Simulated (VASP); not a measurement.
# Ti (Fm-3m) in VASP: a series of runs, part 2 of 2

VASP 6.6.1. The steps go on from the part before.

## 4. Relaxation of cell and atoms, PBE, target pressure 350 GPa, at which the enthalpy is minimised

This run uses another cell than the first one, of 7.27 Å³/atom, 0.994 times its volume.

The input, INCAR:

```
ALGO = Normal ; EDIFF = 1E-7
EDIFFG = -0.005 ; ENCUT = 600
GGA = PE ; IBRION = 2
ISIF = 3 ; ISMEAR = -1
LASPH = T ; LCHARG = F
LREAL = F ; LWAVE = F
NELM = 60 ; NSW = 60
PREC = Accurate ; PSTRESS = 3500.0
SIGMA = 0.05
```

The input, KPOINTS:

```
k-points
0
Gamma
  21 21 21
```

The input, POSCAR:

```
Ti
1.0
    0.0000000000      1.5374187600      1.5374187600
    1.5374187600      0.0000000000      1.5374187600
    1.5374187600      1.5374187600      0.0000000000
Ti
1
Direct
    0.0000000000      0.0000000000      0.0000000000
```

Potentials or basis: VASP PAW PBE potentials, release 64 (Ti_sv).

The run is started by

```bash
$ cat potpaw_PBE.64/Ti_sv/POTCAR > POTCAR
$ mpirun -np 1 vasp_std > vasp.out
```

OUTCAR:

```text
EDIFF = 1E-7
   EDIFFG = -0.005
   ENCUT = 600
   GGA = PE
   IBRION = 2
   ISIF = 3
   ISMEAR = -1
   LASPH = T
   LREAL = F
   NELM = 60
   NSW = 60
   PREC = Accurate
   PSTRESS = 3500.0

 ion  position               nearest neighbor table
   1  0.000  0.000  0.000-

  LATTYP: Found a face centered cubic cell.
 ALAT       =     3.0748375200

  Lattice vectors:

 A1 = (   0.0000000000,   1.5374187600,   1.5374187600)
 A2 = (   1.5374187600,   0.0000000000,   1.5374187600)
 A3 = (   1.5374187600,   1.5374187600,   0.0000000000)

Analysis of symmetry for initial positions (statically):
=====================================================================
 Subroutine PRICEL returns:
 Original cell was already a primitive cell.

 Routine SETGRP: Setting up the symmetry group for a
 face centered cubic supercell.

 Subroutine GETGRP returns: Found 48 space group operations
 (whereof 48 operations were pure point group operations)
 out of a pool of 48 trial point group operations.

The static configuration has the point symmetry O_h .

Analysis of symmetry for dynamics (positions and initial velocities):
=====================================================================
 Subroutine PRICEL returns:
 Original cell was already a primitive cell.

 Routine SETGRP: Setting up the symmetry group for a
 face centered cubic supercell.

 Subroutine GETGRP returns: Found 48 space group operations
 (whereof 48 operations were pure point group operations)
 out of a pool of 48 trial point group operations.

The dynamic configuration has the point symmetry O_h .

 Subroutine INISYM returns: Found 48 space group operations
 (whereof 48 operations are pure point group operations),
 and found     1 'primitive' translations

----------------------------------------------------------------------------------------

                                     Primitive cell

  volume of cell :       7.2679

  direct lattice vectors                    reciprocal lattice vectors
     0.000000000  1.537418760  1.537418760    -0.325220436  0.325220436  0.325220436
     1.537418760  0.000000000  1.537418760     0.325220436 -0.325220436  0.325220436
     1.537418760  1.537418760  0.000000000     0.325220436  0.325220436 -0.325220436

  length of vectors
     2.174238461  2.174238461  2.174238461     0.563298319  0.563298319  0.563298319

  position of ions in fractional coordinates (direct lattice)
     0.000000000  0.000000000  0.000000000

  ion indices of the primitive-cell ions
   primitive index   ion index
                 1           1

----------------------------------------------------------------------------------------

 KPOINTS: k-points

Automatic generation of k-mesh.
 Grid dimensions read from file:
 generate k-points for:   21   21   21

 Generating k-lattice:

  Cartesian coordinates                     Fractional coordinates (reciprocal lattice)
    -0.015486687  0.015486687  0.015486687     0.047619048  0.000000000  0.000000000
     0.015486687 -0.015486687  0.015486687     0.000000000  0.047619048  0.000000000
[... 54 lines left out ...]
   LSORBIT =      F    spin-orbit coupling
   LASPH  =      T    aspherical Exc in radial PAW
   ENCUT  =  600.0 eV  44.10 Ry    6.64 a.u.   4.34  4.34  4.34*2*pi/ulx,y,z
   NELM   =     60;   NELMIN=  2; NELMDL= -5     # of ELM steps
   EDIFF  = 0.1E-06   stopping-criterion for ELM
   LREAL  =      F    real-space projection
   EDIFFG = -.5E-02   stopping-criterion for IOM
   NSW    =     60    number of steps for IOM
   IBRION =      2    ionic relax: 0-MD 1-quasi-New 2-CG
   NFREE  =      1    steps in history (QN), initial steepest desc. (CG)
   ISIF   =      3    stress and relaxation
   ISYM   =      2    0-nonsym 1-usesym 2-fastsym
   POTIM  = 0.5000    time-step for ionic-motion
   TEBEG  =    0.0;   TEEND  =   0.0 temperature during run
   PSTRESS= 3500.0 pullay stress
   NELECT =      12.0000    total number of electrons
   NUPDOWN=      -1.0000    fix difference up-down
   EMIN   =  10.00;   EMAX   =-10.00  energy-range for DOS
   EFERMI =   0.00;   METHOD = LEGACY
   ISMEAR =    -1;   SIGMA  =   0.05  broadening in eV -4-tet -1-fermi 0-gaus
   EFERMI_NEDOS =   21; number of points for ismear=-14 and -15
   IALGO  =     38    algorithm
   IMIX   =      4    mixing-type and parameters
     AMIX     =   0.40;   BMIX     =  1.00
     AMIX_MAG =   1.60;   BMIX_MAG =  1.00
  volume/ion in A,a.u.               =       7.27        49.05
  Fermi-wavevector in a.u.,A,eV,Ry     =   1.934935  3.656497 50.939857  3.743974
  Thomas-Fermi vector in A             =   2.966109
   LORBIT       =      0    0 simple, 1 ext, 2 COOP (PROOUT), +10 PAW based schemes
   GGA     = PE    functional components
   LHFCALC =     F    Hartree Fock is set to
   AEXX    =    0.0000 exact exchange contribution
   IVDW    =     0    specifies the selected vdW correction
   LEPSILON=     F    determine dielectric tensor
   LRPA    =     F    only Hartree local field effects (RPA)
 conjugate gradient relaxation of ions
 non-spin polarized calculation
  energy-cutoff  :      600.00
  volume of cell :        7.27
 maximum number of plane-waves:       259
 NGX is ok and might be reduce to    18
   NGX =  9   NGY =  9   NGZ =  9

--------------------------------------- Ionic step        1  -------------------------------------------

 number of electron      12.0000003 magnetization

 Free energy of the ion-electron system (eV)
  ---------------------------------------------------
  ext. energy  EPLUGINS =         0.00000000
  ---------------------------------------------------
  free energy    TOTEN  =        -1.60308053 eV

  energy without entropy =       -1.59865925  energy(sigma->0) =       -1.60086989

------------------------ aborting loop because EDIFF is reached ----------------------------------------

  FORCE on cell =-STRESS in cart. coord.  units (eV):
  Direction    XX          YY          ZZ          XY          YZ          ZX
  --------------------------------------------------------------------------------------
  -------------------------------------------------------------------------------------
  Total       16.5552574     16.5552574     16.5552574     -0.0000000     -0.0000000      0.0000000
  in kB     3649.5556903   3649.5556903   3649.5556903     -0.0000000     -0.0000000      0.0000000
  external PRESSURE =     149.5556903 kB  Pullay stress =    3500.0000000 kB
[... 94 lines left out ...]
  energy  without entropy=       -1.8568621660  energy(sigma->0) =       -1.85922362

  enthalpy is  TOTEN    =        14.2687128508 eV   P V=       16.1302979204

[... ionic steps 4 to 16 ...]

--------------------------------------- Ionic step       17  -------------------------------------------

 number of electron      12.0000001 magnetization

------------------------ aborting loop because EDIFF is reached ----------------------------------------
[... 69 lines left out ...]
--------------------------------------- Ionic step       19  -------------------------------------------

 number of electron      12.0000001 magnetization

 Free energy of the ion-electron system (eV)
  ---------------------------------------------------
  ext. energy  EPLUGINS =         0.00000000
  ---------------------------------------------------
  free energy    TOTEN  =        -1.84786664 eV

  energy without entropy =       -1.84316251  energy(sigma->0) =       -1.84551457

 E-fermi :  21.1415     XC(G=0): -16.2522

 val. band max:       21.1403373506   @ k =   0.3810   0.0476   0.0000
 cond. band min:      21.1435584754   @ k =   0.4762   0.0476   0.0000
 fundamental gap:      0.0032211248
 Fermi energy:        21.1415243446

 k-point     1 :       0.0000    0.0000    0.0000
  band No.  band energies     occupation
      1     -37.1256      2.00000
      2      -8.5110      2.00000
      3      -8.5110      2.00000
      4      -8.5110      2.00000
      5      16.1582      2.00000
      6      21.4504      0.00414
      7      21.4504      0.00414
      8      21.4504      0.00414
      9      26.1969      0.00000
     10      26.1969      0.00000
[... 287 lines left out ...]
 k-point    24 :      -0.3810    0.0476    0.0000
  band No.  band energies     occupation
      1     -35.0167      2.00000
      2     -14.7599      2.00000
      3      -9.3989      2.00000
      4      -9.1803      2.00000
      5      16.2812      2.00000
      6      21.0787      1.55692
      7      21.2819      0.11383
      8      26.4858      0.00000
      9      28.2541      0.00000
     10      29.8343      0.00000

 [... further k-points ...]

------------------------ aborting loop because EDIFF is reached ----------------------------------------

  FORCE on cell =-STRESS in cart. coord.  units (eV):
  Direction    XX          YY          ZZ          XY          YZ          ZX
  --------------------------------------------------------------------------------------
  -------------------------------------------------------------------------------------
  Total       16.1119318     16.1119318     16.1119318     -0.0000000      0.0000000     -0.0000000
  in kB     3498.9942660   3498.9942660   3498.9942660     -0.0000000      0.0000000     -0.0000000
  external PRESSURE =      -1.0057340 kB  Pullay stress =    3500.0000000 kB
[... 20 lines left out ...]
  energy  without entropy=       -1.8431625087  energy(sigma->0) =       -1.84551457

  enthalpy is  TOTEN    =        14.2686962952 eV   P V=       16.1165629328

 reached required accuracy - stopping structural energy minimisation
```

Wall time 2.8 min (1 thread of Intel Xeon 6975P-C, shared host); peak memory 0.16 GiB.

What came out:

```yaml
Free_energy: -1.8479 eV
Relaxed_volume: 7.38 Å³/atom
Relaxed_cell: a = 2.185 Å, b = 2.185 Å, c = 2.185 Å, α = 60.00°, β = 60.00°, γ = 60.00°
Space_group_after_relaxing_to_0.05_Å: Fm-3m (No. 225)
Energy_change_on_relaxing_the_enthalpy_is_what_falls: -244.8 meV/atom
Ionic_steps: 19
Pressure_after_relaxing: 349.9 GPa
Band_gap_on_the_k_mesh: zero (band 6 reaches 22.15 eV, above the bottom of band 7 at 20.69 eV)
```

The path:
```csv
step,energy change (eV),largest force (eV/Å),pressure (GPa),volume (Å³)
1,0.0000,0.0000,364.96,7.27
2,-1.4705,0.0000,279.18,8.01
3,-0.2585,0.0000,349.14,7.38
4,-0.2445,0.0000,349.86,7.38
5,-0.2397,0.0000,350.24,7.38
6,-0.2401,0.0000,350.28,7.38
7,-0.2411,0.0000,350.26,7.38
8,-0.2411,0.0000,350.26,7.38
9,-0.2412,0.0000,350.26,7.38
10,-0.2412,0.0000,350.19,7.38
11,-0.2413,0.0000,350.18,7.38
12,-0.2415,0.0000,350.19,7.38
13,-0.2420,0.0000,350.18,7.38
14,-0.2428,0.0000,350.16,7.38
15,-0.2445,0.0000,350.12,7.38
16,-0.2479,0.0000,349.82,7.38
17,-0.2459,0.0000,349.81,7.38
18,-0.2450,0.0000,349.88,7.38
19,-0.2448,0.0000,349.90,7.38
```

Final structure:
```xyz
1
Lattice="0.0000 1.5451 1.5451 1.5451 0.0000 1.5451 1.5451 1.5451 0.0000" Properties=species:S:1:pos:R:3 pbc="T T T"
Ti    0.0000    0.0000    0.0000
```

Caveat: the cell is relaxed towards a set pressure, so the enthalpy falls and the energy may rise.

## 5. Relaxation of cell and atoms, PBE, target pressure 350 GPa, at which the enthalpy is minimised

The input, INCAR:

```
PREC = Accurate
ENCUT = 600
EDIFF = 1E-6
ISMEAR = -1
SIGMA = 0.05
LREAL = False
LASPH = True
NELM = 100
ALGO = Normal
ISIF = 3
LWAVE = False
LCHARG = False
GGA = PE
IBRION = 2
NSW = 32
EDIFFG = -0.005
PSTRESS = 3500.0
```

The input, KPOINTS:

```
Automatic mesh
0
Gamma
  21 21 21
```

The input, POSCAR:

```
Ti
1.0
    0.0000000000      1.5400893852      1.5400893852
    1.5400893852      0.0000000000      1.5400893852
    1.5400893852      1.5400893852      0.0000000000
Ti
1
Direct
    0.0000000000      0.0000000000      0.0000000000
```

The run is started by

```bash
$ cat potpaw_PBE.64/Ti_sv/POTCAR > POTCAR
$ mpirun -np 1 vasp_std > vasp.out
```

Wall time 86 s (1 thread of Intel Xeon 6975P-C, shared host); peak memory 0.15 GiB.

It converged, with:

| Item | Value |
| --- | --- |
| Free energy | -1.8454 eV |
| Relaxed volume | 7.38 Å³/atom |
| Relaxed cell | a = 2.185 Å, b = 2.185 Å, c = 2.185 Å, α = 60.00°, β = 60.00°, γ = 60.00° |
| Space group after relaxing (to 0.05 Å) | Fm-3m (No. 225) |
| Energy change on relaxing (the enthalpy is what falls) | -156.4 meV/atom |
| Ionic steps | 6 |
| Pressure after relaxing | 350.1 GPa |
| Band gap on the k mesh | zero (band 6 reaches 22.15 eV, above the bottom of band 7 at 20.70 eV) |

Step by step:
```tsv
step	energy change (eV)	largest force (eV/Å)	pressure (GPa)	volume (Å³)
1	0.0000	0.0000	359.72	7.31
2	-0.9847	0.0000	301.98	7.78
3	-0.1645	0.0000	349.80	7.38
4	-0.1612	0.0000	349.71	7.38
5	-0.0810	0.0000	354.66	7.34
6	-0.1564	0.0000	350.10	7.38
```

Final structure:
```cif
data_structure
_symmetry_space_group_name_H-M 'P 1'
_symmetry_Int_Tables_number 1
_cell_length_a 2.1850
_cell_length_b 2.1850
_cell_length_c 2.1850
_cell_angle_alpha 60.000
_cell_angle_beta 60.000
_cell_angle_gamma 60.000
_cell_volume 7.38
loop_
_atom_site_label
_atom_site_type_symbol
_atom_site_fract_x
_atom_site_fract_y
_atom_site_fract_z
_atom_site_occupancy
Ti1 Ti 0.00000 0.00000 0.00000 1
```

Levels at points of the mesh, in eV from the Fermi level:
```tsv
k point	band 4	band 5	band 6	band 7	band 8	band 9
(0.00, 0.00, 0.00)	-29.65	-4.98	0.31	0.31	0.31	5.06
```

Caveat: the cell is relaxed towards a set pressure, so the enthalpy falls and the energy may rise.

## 6. Relaxation of cell and atoms, PBE

This run uses another cell than the first one, of 17.40 Å³/atom, 2.378 times its volume.

The input, INCAR:

```
SYSTEM = Ti
PREC = Accurate
ENCUT = 600
EDIFF = 1E-6
ISMEAR = -1
SIGMA = 0.05
LREAL = .False.
LASPH = .True.
NELM = 80
ALGO = Normal
ISIF = 3
LWAVE = .False.
LCHARG = .False.
GGA = PE
IBRION = 2
NSW = 60
EDIFFG = -0.005
```

The input, KPOINTS:

```
Automatic mesh
0
Gamma
  17 17 17
  0 0 0
```

The input, POSCAR:

```
Ti
1.0
    0.0000000000      2.0565919077      2.0565919077
    2.0565919077      0.0000000000      2.0565919077
    2.0565919077      2.0565919077      0.0000000000
Ti
1
Direct
    0.0000000000      0.0000000000      0.0000000000
```

Potentials or basis: VASP PAW PBE potentials, release 64 (Ti_sv).

The run is started by

```bash
$ cat potpaw_PBE.64/Ti_sv/POTCAR > POTCAR
$ mpirun -np 1 vasp_std > vasp.out
```

Run time: 68 s. Hardware: 1 thread of Intel Xeon 6975P-C, shared host; peak memory 0.17 GiB.

The run converged. Its results:

| Item | Value |
| --- | --- |
| Free energy | -7.7848 eV |
| Relaxed volume | 17.35 Å³/atom |
| Relaxed cell | a = 2.906 Å, b = 2.906 Å, c = 2.906 Å, α = 60.00°, β = 60.00°, γ = 60.00° |
| Space group after relaxing (to 0.05 Å) | Fm-3m (No. 225) |
| Energy gained by relaxing | 0.1 meV/atom |
| Ionic steps | 4 |
| Pressure after relaxing | 0.0 GPa |
| Band gap on the k mesh | zero (band 6 reaches 9.10 eV, above the bottom of band 7 at 7.76 eV) |

Final structure:
```
Ti
1.0
     0.00000    2.05484    2.05484
     2.05484    0.00000    2.05484
     2.05484    2.05484    0.00000
Ti
1
Cartesian
  0.0000 0.0000 0.0000
```

Levels at points of the mesh, in eV from the Fermi level:
```tsv
k point	band 2	band 3	band 4	band 5	band 6	band 7	band 8	band 9	band 10
(0.00, 0.00, 0.00)	-32.57	-32.57	-32.57	-6.10	0.87	0.87	0.87	2.51	2.51
```

## 7. The runs side by side

```tsv
task	cell	k mesh	cutoff (eV)	gap on the mesh (eV)	pressure (GPa)
single point	a = 2.179 Å, angles 60.0°, 1 atom	21 × 21 × 21	520	none	358.7
single point	a = 2.908 Å, angles 60.0°, 1 atom	17 × 17 × 17	520	none	-0.3
relaxation of cell and atoms	relaxed to 350 GPa from a = 2.174 Å, angles 60.0°, 1 atom	21 × 21 × 21	600	none	349.9
relaxation of cell and atoms	relaxed to 350 GPa from a = 2.178 Å, angles 60.0°, 1 atom	21 × 21 × 21	600	none	350.1
relaxation of cell and atoms	relaxed from a = 2.908 Å, angles 60.0°, 1 atom	17 × 17 × 17	600	none	0.0
```

Alike in all rows: level PBE; potentials or basis VASP PAW PBE potentials, release 64 (Ti_sv); no spin polarisation; smearing fermi-dirac 0.05 eV.

Caveats: the cell is relaxed towards a set pressure, so the enthalpy falls and the energy may rise (some runs).

Absolute energies hang on the potentials; compare differences alone.
